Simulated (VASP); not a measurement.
# Ge in VASP: a series of runs

Ge is run at these levels: LDA; tasks: single point.

All numbers are computed with VASP 6.6.1; they aren't measurements. Logs are shortened: lines on timing, memory, paths and dates and some standing lists are left out, and cuts for length are marked.

### Step 1. The cell of the first run

The cell holds a slab with vacuum, 2 atoms: a = 4.149 Å, b = 4.149 Å, c = 28.000 Å, α = 90.00°, β = 90.00°, γ = 120.00°.

### Step 2. Single point, LDA

Input file INCAR:

```
SYSTEM = Ge
ALGO = Normal
DIPOL = 0.5 0.5 0.500
EDIFF = 1E-6
ENCUT = 520
GGA = CA
IDIPOL = 3
ISIF = 2
ISMEAR = 0
LASPH = .TRUE.
LCHARG = .FALSE.
LDIPOL = .TRUE.
LREAL = .FALSE.
LWAVE = .FALSE.
NBANDS = 21
NELM = 60
PREC = Accurate
SIGMA = 0.1
```

Input file KPOINTS:

```
k-points
0
G
  12 12 1
  0 0 0
```

Input file POSCAR:

```
Ge
1.0
    4.1490000000      0.0000000000      0.0000000000
   -2.0745000000      3.5931394003      0.0000000000
    0.0000000000      0.0000000000     28.0000000000
Ge
2
Direct
    0.3333333333      0.6666666667      0.5051071429
    0.6666666667      0.3333333333      0.4948928571
```

Potentials or basis: VASP PAW LDA potentials, release 64 (Ge_d).

Launch:

```bash
$ cat potpaw_LDA.64/Ge_d/POTCAR > POTCAR
$ mpirun -np 1 vasp_std > vasp.out
```

OUTCAR:

```text
SYSTEM = Ge
   EDIFF = 1E-6
   ENCUT = 520
   GGA = CA
   ISIF = 2
   ISMEAR = 0
   LASPH = .TRUE.
   LREAL = .FALSE.
   NELM = 60
   PREC = Accurate

 ion  position               nearest neighbor table
   1  0.333  0.667  0.505-   2 2.41   2 2.41   2 2.41
   2  0.667  0.333  0.495-   1 2.41   1 2.41   1 2.41

  LATTYP: Found a hexagonal cell.
 ALAT       =     4.1490000000
 C/A-ratio  =     6.7486141239

  Lattice vectors:

 A1 = (   4.1490000000,   0.0000000000,   0.0000000000)
 A2 = (  -2.0745000000,   3.5931394003,   0.0000000000)
 A3 = (   0.0000000000,   0.0000000000,  28.0000000000)

Analysis of symmetry for initial positions (statically):
=====================================================================
 Subroutine PRICEL returns:
 Original cell was already a primitive cell.

 Routine SETGRP: Setting up the symmetry group for a
 hexagonal supercell.

 Subroutine GETGRP returns: Found 12 space group operations
 (whereof 12 operations were pure point group operations)
 out of a pool of 24 trial point group operations.

The static configuration has the point symmetry D_3d.

Analysis of symmetry for dynamics (positions and initial velocities):
=====================================================================
 Subroutine PRICEL returns:
 Original cell was already a primitive cell.

 Routine SETGRP: Setting up the symmetry group for a
 hexagonal supercell.

 Subroutine GETGRP returns: Found 12 space group operations
 (whereof 12 operations were pure point group operations)
 out of a pool of 24 trial point group operations.

The dynamic configuration has the point symmetry D_3d.

 Subroutine INISYM returns: Found 12 space group operations
 (whereof 12 operations are pure point group operations),
 and found     1 'primitive' translations

----------------------------------------------------------------------------------------

                                     Primitive cell

  volume of cell :     417.4222

  direct lattice vectors                    reciprocal lattice vectors
     4.149000000  0.000000000  0.000000000     0.241021933  0.139154078  0.000000000
    -2.074500000  3.593139400  0.000000000     0.000000000  0.278308156  0.000000000
     0.000000000  0.000000000 28.000000000     0.000000000  0.000000000  0.035714286

  length of vectors
     4.149000000  4.149000000 28.000000000     0.278308156  0.278308156  0.035714286

  position of ions in fractional coordinates (direct lattice)
     0.333333333  0.666666667  0.505107143
     0.666666667  0.333333333  0.494892857

  ion indices of the primitive-cell ions
   primitive index   ion index
                 1           1
                 2           2

----------------------------------------------------------------------------------------

 KPOINTS: k-points

Automatic generation of k-mesh.
 Grid dimensions read from file:
 generate k-points for:   12   12    1

 Generating k-lattice:

  Cartesian coordinates                     Fractional coordinates (reciprocal lattice)
     0.020085161  0.011596173  0.000000000     0.083333333  0.000000000  0.000000000
     0.000000000  0.023192346  0.000000000     0.000000000  0.083333333  0.000000000
     0.000000000  0.000000000  0.035714286     0.000000000  0.000000000  1.000000000

  Length of vectors
     0.023192346  0.023192346  0.035714286

  Shift w.r.t. Gamma in fractional coordinates (k-lattice)
     0.000000000  0.000000000  0.000000000

 Subroutine IBZKPT returns following result:
 ===========================================

 Found     19 irreducible k-points:

 Following reciprocal coordinates:
            Coordinates               Weight
  0.000000  0.000000  0.000000      1.000000
  0.083333  0.000000  0.000000      6.000000
  0.166667  0.000000  0.000000      6.000000
  0.250000 -0.000000  0.000000      6.000000
  0.333333  0.000000  0.000000      6.000000
  0.416667  0.000000  0.000000      6.000000
[... 11 lines left out ...]
  0.333333  0.250000  0.000000     12.000000
  0.333333  0.333333  0.000000      2.000000
   k-points           NKPTS =     19   k-points in BZ     NKDIM =     19   number of bands    NBANDS=     21
   number of dos      NEDOS =    301   number of ions     NIONS =      2
   total plane-waves  NPLWV = 215040
   dimension x,y,z NGX =    32 NGY =   32 NGZ =  210
   dimension x,y,z NGXF=    64 NGYF=   64 NGZF=  420
   ions per type =               2
   NGX,Y,Z   is equivalent  to a cutoff of  12.82, 12.82, 12.47 a.u.
   NGXF,Y,Z  is equivalent  to a cutoff of  25.64, 25.64, 24.94 a.u.
 SYSTEM =  Ge
   PREC   = accura    normal or accurate (medium, high low for compatibility)
   ISTART =      0    job   : 0-new  1-cont  2-samecut
   ICHARG =      2    charge: 1-file 2-atom 10-const
   ISPIN  =      1    spin polarized calculation?
   LNONCOLLINEAR =      F non collinear calculations
   LSORBIT =      F    spin-orbit coupling
   LASPH  =      T    aspherical Exc in radial PAW
   ENCUT  =  520.0 eV  38.22 Ry    6.18 a.u.   7.71  7.71 52.06*2*pi/ulx,y,z
   NELM   =     60;   NELMIN=  2; NELMDL= -5     # of ELM steps
   EDIFF  = 0.1E-05   stopping-criterion for ELM
   LREAL  =      F    real-space projection
   EDIFFG = 0.1E-04   stopping-criterion for IOM
   NSW    =      0    number of steps for IOM
   IBRION =     -1    ionic relax: 0-MD 1-quasi-New 2-CG
   NFREE  =      0    steps in history (QN), initial steepest desc. (CG)
   ISIF   =      2    stress and relaxation
   ISYM   =      2    0-nonsym 1-usesym 2-fastsym
   POTIM  = 0.5000    time-step for ionic-motion
   TEBEG  =    0.0;   TEEND  =   0.0 temperature during run
   PSTRESS=    0.0 pullay stress
   NELECT =      28.0000    total number of electrons
   NUPDOWN=      -1.0000    fix difference up-down
   EMIN   =  10.00;   EMAX   =-10.00  energy-range for DOS
   EFERMI =   0.00;   METHOD = LEGACY
   ISMEAR =     0;   SIGMA  =   0.10  broadening in eV -4-tet -1-fermi 0-gaus
   EFERMI_NEDOS =   21; number of points for ismear=-14 and -15
   IALGO  =     38    algorithm
   IMIX   =      4    mixing-type and parameters
     AMIX     =   0.40;   BMIX     =  1.00
     AMIX_MAG =   1.60;   BMIX_MAG =  1.00
  volume/ion in A,a.u.               =     208.71      1408.45
  Fermi-wavevector in a.u.,A,eV,Ry     =   0.665175  1.256998  6.019997  0.442457
  Thomas-Fermi vector in A             =   1.739089
   LORBIT       =      0    0 simple, 1 ext, 2 COOP (PROOUT), +10 PAW based schemes
   GGA     = CA    functional components
   LHFCALC =     F    Hartree Fock is set to
   AEXX    =    0.0000 exact exchange contribution
   IVDW    =     0    specifies the selected vdW correction
   LEPSILON=     F    determine dielectric tensor
   LRPA    =     F    only Hartree local field effects (RPA)
 non-spin polarized calculation
 Gauss-broadening in eV      SIGMA  =   0.10
  energy-cutoff  :      520.00
  volume of cell :      417.42
 maximum number of plane-waves:     11291
 NGX is ok and might be reduce to    32
   NGX = 15   NGY = 15   NGZ =105

 dipolmoment           0.000000      0.000000      0.000000 electrons x Angstroem

 number of electron      27.9999999 magnetization

 dipolmoment           0.000000      0.000000     -0.000000 electrons x Angstroem

 Free energy of the ion-electron system (eV)
  ---------------------------------------------------
  ext. energy  EPLUGINS =         0.00000000
  ---------------------------------------------------
  free energy    TOTEN  =        -8.94163286 eV

  energy without entropy =       -8.93985084  energy(sigma->0) =       -8.94074185

 E-fermi :  -3.9541     XC(G=0):  -1.6427

 val. band max:       -4.1275935241   @ k =   0.3333   0.2500   0.0000
 cond. band min:      -3.8895586619   @ k =   0.0833   0.0000   0.0000
 fundamental gap:      0.2380348622
 Fermi energy:        -3.9540708047

 k-point     1 :       0.0000    0.0000    0.0000
  band No.  band energies     occupation
      1     -28.8692      2.00000
      2     -28.8608      2.00000
      3     -28.8608      2.00000
      4     -28.8223      2.00000
      5     -28.8223      2.00000
      6     -28.6856      2.00000
[... 13 lines left out ...]
     20       1.0585      0.00000
     21       1.4705      0.00000

 k-point     2 :       0.0833    0.0000    0.0000
  band No.  band energies     occupation
      1     -28.8722      2.00000
      2     -28.8704      2.00000
      3     -28.8673      2.00000
      4     -28.8188      2.00000
      5     -28.8169      2.00000
      6     -28.6907      2.00000
[... 13 lines left out ...]
     20       1.1065      0.00000
     21       1.2901      0.00000

 k-point     3 :       0.1667    0.0000    0.0000
  band No.  band energies     occupation
      1     -28.8899      2.00000
      2     -28.8897      2.00000
      3     -28.8697      2.00000
      4     -28.8152      2.00000
      5     -28.8062      2.00000
      6     -28.7011      2.00000
[... 13 lines left out ...]
     20       1.1070      0.00000
     21       1.4128      0.00000

 k-point     4 :       0.2500   -0.0000    0.0000
  band No.  band energies     occupation
      1     -28.9102      2.00000
      2     -28.9096      2.00000
      3     -28.8707      2.00000
      4     -28.8151      2.00000
      5     -28.7938      2.00000
      6     -28.7133      2.00000
[... 13 lines left out ...]
     20       1.5826      0.00000
     21       1.8106      0.00000

 k-point     5 :       0.3333    0.0000    0.0000
  band No.  band energies     occupation
      1     -28.9274      2.00000
      2     -28.9260      2.00000
      3     -28.8711      2.00000
      4     -28.8169      2.00000
      5     -28.7810      2.00000
      6     -28.7259      2.00000
[... 13 lines left out ...]
     20       2.3769      0.00000
     21       2.7428      0.00000
[... 262 lines left out ...]
     20       3.0673      0.00000
     21       3.8760      0.00000

 k-point    17 :       0.2500    0.2500    0.0000
  band No.  band energies     occupation
      1     -28.9728      2.00000
      2     -28.8984      2.00000
      3     -28.8767      2.00000
      4     -28.8201      2.00000
      5     -28.7675      2.00000
      6     -28.7348      2.00000
[... 13 lines left out ...]
     20       3.0900      0.00000
     21       3.2611      0.00000

 k-point    18 :       0.3333    0.2500    0.0000
  band No.  band energies     occupation
      1     -28.9821      2.00000
      2     -28.8949      2.00000
      3     -28.8787      2.00000
      4     -28.8219      2.00000
      5     -28.7580      2.00000
      6     -28.7435      2.00000
[... 13 lines left out ...]
     20       3.3654      0.00000
     21       3.8353      0.00000

 k-point    19 :       0.3333    0.3333    0.0000
  band No.  band energies     occupation
      1     -28.9867      2.00000
      2     -28.8855      2.00000
      3     -28.8855      2.00000
      4     -28.8228      2.00000
      5     -28.7503      2.00000
      6     -28.7503      2.00000
[... 13 lines left out ...]
     20       3.2249      0.00000
     21       3.2249      0.00000

------------------------ aborting loop because EDIFF is reached ----------------------------------------

 vacuum level on the upper side and lower side of the slab       (xc-potential included)        -0.006        -0.006

  FORCE on cell =-STRESS in cart. coord.  units (eV):
  Direction    XX          YY          ZZ          XY          YZ          ZX
  --------------------------------------------------------------------------------------
  -------------------------------------------------------------------------------------
  Total       -2.3790402     -2.3790402      0.1079417     -0.0000000      0.0000000      0.0000000
  in kB       -9.1313886     -9.1313886      0.4143089     -0.0000000      0.0000000      0.0000000
  external PRESSURE =      -5.9494894 kB  Pullay stress =       0.0000000 kB

 VOLUME and BASIS-vectors are now :
 -----------------------------------------------------------------------------
  energy-cutoff  :      520.00
  volume of cell :      417.42
      direct lattice vectors                 reciprocal lattice vectors
     4.149000000  0.000000000  0.000000000     0.241021933  0.139154078  0.000000000
    -2.074500000  3.593139400  0.000000000     0.000000000  0.278308156  0.000000000
     0.000000000  0.000000000 28.000000000     0.000000000  0.000000000  0.035714286

 POSITION                                       TOTAL-FORCE (eV/Angst)
 -----------------------------------------------------------------------------------
     -0.00000      2.39543     14.14300         0.000000     -0.000000      0.431540
      2.07450      1.19771     13.85700        -0.000000      0.000000     -0.431540
 -----------------------------------------------------------------------------------
    total drift:                               -0.000000      0.000000     -0.000000

  FREE ENERGIE OF THE ION-ELECTRON SYSTEM (eV)
  ---------------------------------------------------
  free  energy   TOTEN  =        -8.9416328590 eV

  energy  without entropy=       -8.9398508418  energy(sigma->0) =       -8.94074185

 vacuum level on the upper side and lower side of the slab         1.043         1.043
```

Run time: 6 min. Hardware: 1 thread of AMD EPYC 7R43 (Zen 3), shared host; peak memory 0.38 GiB.

What came out:

- Free energy: -8.9416 eV
- Largest force: 0.432 eV/Å
- Band gap on the k mesh: zero (band 14 reaches -3.61 eV, above the bottom of band 15 at -5.07 eV)

Forces in eV/Å, atoms in the order of the input:
```
Ge   0.000  0.000  0.432
Ge   0.000  0.000 -0.432
```

Levels at points of the mesh, in eV from the Fermi level:
| k point | band 12 | band 13 | band 14 | band 15 | band 16 | band 17 |
| --- | --- | --- | --- | --- | --- | --- |
| (0.00, 0.00, 0.00) | -2.74 | -1.18 | -1.18 | -1.12 | 3.33 | 3.41 |
| (0.50, 0.00, 0.00) | -7.76 | -2.59 | -0.67 | 0.71 | 1.11 | 6.09 |

(Part 1 of 2 ends here.)
